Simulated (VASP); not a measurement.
# BN (Fmm2) in VASP: further runs

The runs below take BN through single point, with PBE+D3(BJ).

Program: VASP 6.6.1. These are calculated values, not measurements. Logs are shortened: lines on timing, memory, paths and dates and some standing lists are left out, and cuts for length are marked.

## (1) The cell of the first run

The structure is orthorhombic, space group Fmm2 (No. 42). The conventional cell has a = 2.508 Å, b = 6.679 Å, c = 4.338 Å, α = 90.00°, β = 90.00°, γ = 90.00°. B (site symmetry mm2) has 3 N at 1.45 Å within 1.9 Å. Within 1.9 Å of N (site symmetry mm2) lie 3 B at 1.45 Å.

## (2) Single point, PBE+D3(BJ)

Contents of INCAR:

```
SYSTEM = BN
PREC     = Accurate       ! precision mode
ENCUT    = 520            ! plane-wave cutoff, eV
EDIFF    = 1E-6           ! SCF threshold, eV
ISMEAR   = 0              ! smearing method
SIGMA    = 0.01           ! smearing width, eV
LREAL    = Auto         
LASPH    = .True.         ! aspherical terms in the spheres
NELM     = 60             ! most SCF steps
ALGO     = Normal         ! electronic algorithm
ISIF     = 2              ! what is computed and relaxed
LWAVE    = .False.        ! write WAVECAR
LCHARG   = .True.         ! write CHGCAR
GGA      = PE             ! functional
IVDW     = 12             ! dispersion correction
LELF     = .True.         ! ELF
LVHAR    = .True.       
NBANDS   = 66             ! bands
```

Contents of KPOINTS:

```
Automatic mesh
0
Gamma
  2 2 2
  0.5 0.5 0.5
```

Contents of POSCAR:

```
BN
1.0
   -3.7615274009      3.3394822066      4.3376638254
    3.7615274009      3.3394822066     -4.3376638254
   -3.7615274009     -3.3394822066     -4.3376638254
B N
12 12
Direct
    0.5000000000      0.2499465631      0.7499465631
    0.3333333333      0.9999465631      0.3332798964
    0.6666666667      0.9999465631      0.6666132298
    0.5000000000      0.7499465631      0.2499465631
    0.8333333333      0.2499465631      0.0832798964
    0.3333333333      0.4999465631      0.8332798964
    0.8333333333      0.7499465631      0.5832798964
    0.1666666667      0.2499465631      0.4166132298
    0.6666666667      0.4999465631      0.1666132298
    1.0000000000      0.9999465631      0.9999465631
    1.0000000000      0.4999465631      0.4999465631
    0.1666666667      0.7499465631      0.9166132298
    0.5000000000      0.9167034419      0.4167034419
    0.3333333333      0.6667034419      0.0000367752
    0.6666666667      0.6667034419      0.3333701086
    0.5000000000      0.4167034419      0.9167034419
    0.8333333333      0.9167034419      0.7500367752
    0.3333333333      0.1667034419      0.5000367752
    0.8333333333      0.4167034419      0.2500367752
    0.1666666667      0.9167034419      0.0833701086
    0.6666666667      0.1667034419      0.8333701086
    1.0000000000      0.6667034419      0.6667034419
    1.0000000000      0.1667034419      0.1667034419
    0.1666666667      0.4167034419      0.5833701086
```

Potentials or basis: VASP PAW PBE potentials, release 64 (B, N).

Command:

```sh
> cat potpaw_PBE.64/B/POTCAR potpaw_PBE.64/N/POTCAR > POTCAR
> mpirun -np 1 vasp_std > vasp.out
```

OUTCAR:

```text
SYSTEM = BN
   PREC = Accurate
   ENCUT = 520
   EDIFF = 1E-6
   ISMEAR = 0
   LREAL = Auto
   LASPH = .True.
   NELM = 60
   ISIF = 2
   GGA = PE
   IVDW = 12
 IVDW          = 12

 ion  position               nearest neighbor table
   1  0.500  0.250  0.750-  16 1.45  18 1.45  21 1.45
   2  0.333  1.000  0.333-  18 1.45  20 1.45  13 1.45
   3  0.667  1.000  0.667-  21 1.45  17 1.45  13 1.45
   4  0.500  0.750  0.250-  13 1.45  15 1.45  14 1.45
   5  0.833  0.250  0.083-  19 1.45  21 1.45  23 1.45
   6  0.333  0.500  0.833-  14 1.45  24 1.45  16 1.45
[... 16 lines left out ...]
  23  0.000  0.167  0.167-  10 1.45   8 1.45   5 1.45
  24  0.167  0.417  0.583-   8 1.45   6 1.45  11 1.45

  LATTYP: Found a body centered orthorhombic cell.
 ALAT       =     6.6789644132
 B/A-ratio  =     1.1263804291
 C/A-ratio  =     1.2989031104

  Lattice vectors:

 A1 = (  -3.7615274009,  -3.3394822066,   4.3376638254)
 A2 = (   3.7615274009,   3.3394822066,   4.3376638254)
 A3 = (  -3.7615274009,   3.3394822066,  -4.3376638254)

Analysis of symmetry for initial positions (statically):
=====================================================================
 Subroutine PRICEL returns following result:

  LATTYP: Found a face centered orthorhombic cell.
 ALAT       =     2.5076849344
 B/A-ratio  =     1.7297483292
 C/A-ratio  =     2.6633985480

  Lattice vectors:

 A1 = (   0.0000000008,  -3.3394822066,  -2.1688319127)
 A2 = (  -1.2538424665,  -3.3394822066,   0.0000000000)
 A3 = (  -1.2538424672,   0.0000000000,  -2.1688319127)

  12 primitive cells build up your supercell.

 Routine SETGRP: Setting up the symmetry group for a
 body centered orthorhombic supercell.

 Subroutine GETGRP returns: Found  4 space group operations
 (whereof  4 operations were pure point group operations)
 out of a pool of  8 trial point group operations.

The static configuration has the point symmetry C_2v.

Analysis of symmetry for dynamics (positions and initial velocities):
=====================================================================
 Subroutine PRICEL returns following result:

  LATTYP: Found a face centered orthorhombic cell.
 ALAT       =     2.5076849344
 B/A-ratio  =     1.7297483292
 C/A-ratio  =     2.6633985480

  Lattice vectors:

 A1 = (   0.0000000008,  -3.3394822066,  -2.1688319127)
 A2 = (  -1.2538424665,  -3.3394822066,   0.0000000000)
 A3 = (  -1.2538424672,   0.0000000000,  -2.1688319127)

  12 primitive cells build up your supercell.

 Routine SETGRP: Setting up the symmetry group for a
 body centered orthorhombic supercell.

 Subroutine GETGRP returns: Found  4 space group operations
 (whereof  4 operations were pure point group operations)
 out of a pool of  8 trial point group operations.

The dynamic configuration has the point symmetry C_2v.

 Subroutine INISYM returns: Found  4 space group operations
 (whereof  4 operations are pure point group operations),
 and found    12 'primitive' translations

----------------------------------------------------------------------------------------

                                     Primitive cell

  volume of cell :      18.1626

  direct lattice vectors                    reciprocal lattice vectors
     0.000000001 -3.339482207 -2.168831913     0.398774179 -0.149723810 -0.230538843
    -1.253842466 -3.339482207  0.000000000    -0.398774179 -0.149723810  0.230538843
    -1.253842467  0.000000000 -2.168831913    -0.398774179  0.149723810 -0.230538843

  length of vectors
     3.981955961  3.567108400  2.505185182     0.484341019  0.484341019  0.484341019

  position of ions in fractional coordinates (direct lattice)
     0.999893126  0.000106874  0.999893126
     0.333406884  0.666593116  0.333406884

  ion indices of the primitive-cell ions
   primitive index   ion index
                 1           1
                 2          21

----------------------------------------------------------------------------------------

 KPOINTS: Automatic mesh

Automatic generation of k-mesh.
 Grid dimensions read from file:
 generate k-points for:    2    2    2

 Generating k-lattice:

  Cartesian coordinates                     Fractional coordinates (reciprocal lattice)
    -0.066462363  0.074861905  0.000000000     0.500000000 -0.000000000  0.000000000
     0.000000000  0.074861905 -0.057634711    -0.000000000  0.500000000  0.000000000
    -0.066462363  0.000000000 -0.057634711     0.000000000  0.000000000  0.500000000

  Length of vectors
     0.100107695  0.094477853  0.087971618

  Shift w.r.t. Gamma in fractional coordinates (k-lattice)
     0.500000000  0.500000000  0.500000000

 Subroutine IBZKPT returns following result:
 ===========================================

 Found      4 irreducible k-points:

 Following reciprocal coordinates:
            Coordinates               Weight
  0.250000  0.250000  0.250000      2.000000
 -0.250000  0.250000  0.250000      2.000000
  0.250000 -0.250000  0.250000      2.000000
 -0.250000 -0.250000  0.250000      2.000000
   k-points           NKPTS =      4   k-points in BZ     NKDIM =      4   number of bands    NBANDS=     66
   number of dos      NEDOS =    301   number of ions     NIONS =     24
   total plane-waves  NPLWV = 125000
   dimension x,y,z NGX =    50 NGY =   50 NGZ =   50
   dimension x,y,z NGXF=   100 NGYF=  100 NGZF=  100
   ions per type =              12  12
   NGX,Y,Z   is equivalent  to a cutoff of  12.51, 12.51, 12.51 a.u.
   NGXF,Y,Z  is equivalent  to a cutoff of  25.03, 25.03, 25.03 a.u.
 SYSTEM =  BN
   PREC   = accura    normal or accurate (medium, high low for compatibility)
   ISTART =      0    job   : 0-new  1-cont  2-samecut
   ICHARG =      2    charge: 1-file 2-atom 10-const
   ISPIN  =      1    spin polarized calculation?
   LNONCOLLINEAR =      F non collinear calculations
   LSORBIT =      F    spin-orbit coupling
   LASPH  =      T    aspherical Exc in radial PAW
   ENCUT  =  520.0 eV  38.22 Ry    6.18 a.u.  12.35 12.35 12.35*2*pi/ulx,y,z
   NELM   =     60;   NELMIN=  2; NELMDL= -5     # of ELM steps
   EDIFF  = 0.1E-05   stopping-criterion for ELM
   LREAL  =      T    real-space projection
   EDIFFG = 0.1E-04   stopping-criterion for IOM
   NSW    =      0    number of steps for IOM
   IBRION =     -1    ionic relax: 0-MD 1-quasi-New 2-CG
   NFREE  =      0    steps in history (QN), initial steepest desc. (CG)
   ISIF   =      2    stress and relaxation
   ISYM   =      2    0-nonsym 1-usesym 2-fastsym
   POTIM  = 0.5000    time-step for ionic-motion
   TEBEG  =    0.0;   TEEND  =   0.0 temperature during run
   PSTRESS=    0.0 pullay stress
   NELECT =      96.0000    total number of electrons
   NUPDOWN=      -1.0000    fix difference up-down
   EMIN   =  10.00;   EMAX   =-10.00  energy-range for DOS
   EFERMI =   0.00;   METHOD = LEGACY
   ISMEAR =     0;   SIGMA  =   0.01  broadening in eV -4-tet -1-fermi 0-gaus
   EFERMI_NEDOS =   21; number of points for ismear=-14 and -15
   IALGO  =     38    algorithm
   IMIX   =      4    mixing-type and parameters
     AMIX     =   0.40;   BMIX     =  1.00
     AMIX_MAG =   1.60;   BMIX_MAG =  1.00
  volume/ion in A,a.u.               =       9.08        61.28
  Fermi-wavevector in a.u.,A,eV,Ry     =   1.245601  2.353844 21.109725  1.551521
  Thomas-Fermi vector in A             =   2.379816
   LORBIT       =      0    0 simple, 1 ext, 2 COOP (PROOUT), +10 PAW based schemes
   GGA     = PE    functional components
   LHFCALC =     F    Hartree Fock is set to
   AEXX    =    0.0000 exact exchange contribution
   IVDW    =    12    specifies the selected vdW correction
   LEPSILON=     F    determine dielectric tensor
   LRPA    =     F    only Hartree local field effects (RPA)
 non-spin polarized calculation
 Gauss-broadening in eV      SIGMA  =   0.01
  energy-cutoff  :      520.00
  volume of cell :      217.95
 maximum number of plane-waves:      5886
 NGX is ok and might be reduce to    50
   NGX = 25   NGY = 25   NGZ = 25

 number of electron      95.9999996 magnetization

 Free energy of the ion-electron system (eV)
  ---------------------------------------------------
  ext. energy  EPLUGINS =         0.00000000
  ---------------------------------------------------
  free energy    TOTEN  =      -210.91412043 eV

  energy without entropy =     -210.91412043  energy(sigma->0) =     -210.91412043

 E-fermi :   2.3000     XC(G=0): -10.0338

 val. band max:        2.2344630527   @ k =   0.2500  -0.2500   0.2500
 cond. band min:       6.2098272511   @ k =   0.2500  -0.2500   0.2500
 fundamental gap:      3.9753641984
 Fermi energy:         2.2999889596

 k-point     1 :       0.2500    0.2500    0.2500
  band No.  band energies     occupation
      1     -14.7410      2.00000
      2     -14.7410      2.00000
      3     -14.7410      2.00000
      4     -14.7410      2.00000
      5     -12.7733      2.00000
      6     -12.7733      2.00000
[... 52 lines left out ...]
     59      10.3689      0.00000
     60      10.3689      0.00000

 k-point     2 :      -0.2500    0.2500    0.2500
  band No.  band energies     occupation
      1     -15.2600      2.00000
      2     -14.9894      2.00000
      3     -13.7735      2.00000
      4     -13.7735      2.00000
      5     -13.5667      2.00000
      6     -13.5667      2.00000
[... 52 lines left out ...]
     59       9.9718      0.00000
     60      10.1369      0.00000

 k-point     3 :       0.2500   -0.2500    0.2500
  band No.  band energies     occupation
      1     -15.1610      2.00000
      2     -14.8948      2.00000
      3     -14.0250      2.00000
      4     -14.0250      2.00000
      5     -13.7994      2.00000
      6     -13.7994      2.00000
[... 52 lines left out ...]
     59      10.1621      0.00000
     60      11.1096      0.00000

 k-point     4 :      -0.2500   -0.2500    0.2500
  band No.  band energies     occupation
      1     -15.4282      2.00000
      2     -14.2727      2.00000
      3     -14.2727      2.00000
      4     -13.9192      2.00000
      5     -13.9192      2.00000
      6     -12.9998      2.00000
[... 52 lines left out ...]
     59      10.3566      0.00000
     60      10.3566      0.00000
 [bands above 60 left out]

------------------------ aborting loop because EDIFF is reached ----------------------------------------

 Edisp (eV)   -3.35952

 E8    (eV) :    -0.9836

  FORCE on cell =-STRESS in cart. coord.  units (eV):
  Direction    XX          YY          ZZ          XY          YZ          ZX
  --------------------------------------------------------------------------------------
  -------------------------------------------------------------------------------------
  Total       0.24459    -0.23776     0.19123     0.00000     0.00000     0.00000
  in kB       1.79801    -1.74781     1.40574     0.00000     0.00000     0.00000
  external pressure =        0.49 kB  Pullay stress =        0.00 kB

 VOLUME and BASIS-vectors are now :
 -----------------------------------------------------------------------------
  energy-cutoff  :      520.00
  volume of cell :      217.95
      direct lattice vectors                 reciprocal lattice vectors
    -3.761527401  3.339482207  4.337663825    -0.132924726  0.149723810  0.000000000
     3.761527401  3.339482207 -4.337663825     0.000000000  0.149723810 -0.115269422
    -3.761527401 -3.339482207 -4.337663825    -0.132924726  0.000000000 -0.115269422

 POSITION                                       TOTAL-FORCE (eV/Angst)
 -----------------------------------------------------------------------------------
     -3.76153      0.00000     -2.16837        -0.000000      0.000000      0.006793
      1.25384      3.33948     -4.33720        -0.000000      0.000000      0.006793
     -1.25384      3.33948     -4.33720        -0.000000      0.000000      0.006793
     -0.00000      3.33948     -2.16837        -0.000000      0.000000      0.006793
     -2.50768      3.33948      2.16930        -0.000000      0.000000      0.006793
     -2.50768      0.00000     -4.33720        -0.000000      0.000000      0.006793
[... 16 lines left out ...]
      0.00000      0.00000     -1.44621         0.000000     -0.000000     -0.006793
     -1.25384      0.00000     -3.61504         0.000000     -0.000000     -0.006793
 -----------------------------------------------------------------------------------
    total drift:                               -0.000001      0.000002      0.001271

  FREE ENERGIE OF THE ION-ELECTRON SYSTEM (eV)
  ---------------------------------------------------
  free  energy   TOTEN  =      -214.2736454213 eV

  energy  without entropy=     -214.2736454213  energy(sigma->0) =     -214.27364542
```

Wall time 2.4 min (1 thread of Intel Xeon Platinum 8259CL at 2.50GHz (Skylake/Cascade Lake), shared host); peak memory 0.34 GiB.

What came out:

| Quantity | Value |
| --- | --- |
| Free energy | -214.2736 eV |
| Pressure | 0.0 GPa |
| Largest force | 0.007 eV/Å |
| Band gap on the k mesh | 3.98 eV |
| Dispersion energy per atom | -0.140 eV |

Forces on the atoms (eV/Å):
```
B    0.000  0.000  0.007
B    0.000  0.000  0.007
B    0.000  0.000  0.007
B    0.000  0.000  0.007
B    0.000  0.000  0.007
B    0.000  0.000  0.007
B    0.000  0.000  0.007
B    0.000  0.000  0.007
B    0.000  0.000  0.007
B    0.000  0.000  0.007
B    0.000  0.000  0.007
B    0.000  0.000  0.007
N    0.000  0.000 -0.007
N    0.000  0.000 -0.007
N    0.000  0.000 -0.007
N    0.000  0.000 -0.007
N    0.000  0.000 -0.007
N    0.000  0.000 -0.007
N    0.000  0.000 -0.007
N    0.000  0.000 -0.007
N    0.000  0.000 -0.007
N    0.000  0.000 -0.007
N    0.000  0.000 -0.007
N    0.000  0.000 -0.007
```

Stress tensor (GPa, compression positive):
```
 0.18  0.00  0.00
 0.00 -0.17  0.00
 0.00  0.00  0.14
```

Levels at points of the mesh, in eV from the valence-band top:
| k point | band 44 | band 45 | band 46 | band 47 | band 48 | band 49 | band 50 | band 51 | band 52 | band 53 |
| --- | --- | --- | --- | --- | --- | --- | --- | --- | --- | --- |
| (0.25, 0.25, 0.25) | -1.61 | -1.04 | -1.04 | -1.04 | -1.04 | 5.15 | 5.15 | 5.15 | 5.15 | 6.05 |

Caveat: the k points lie up to 0.63 Å⁻¹ apart. A k mesh can miss the band edges.

(Part 1 of 2 ends here.)
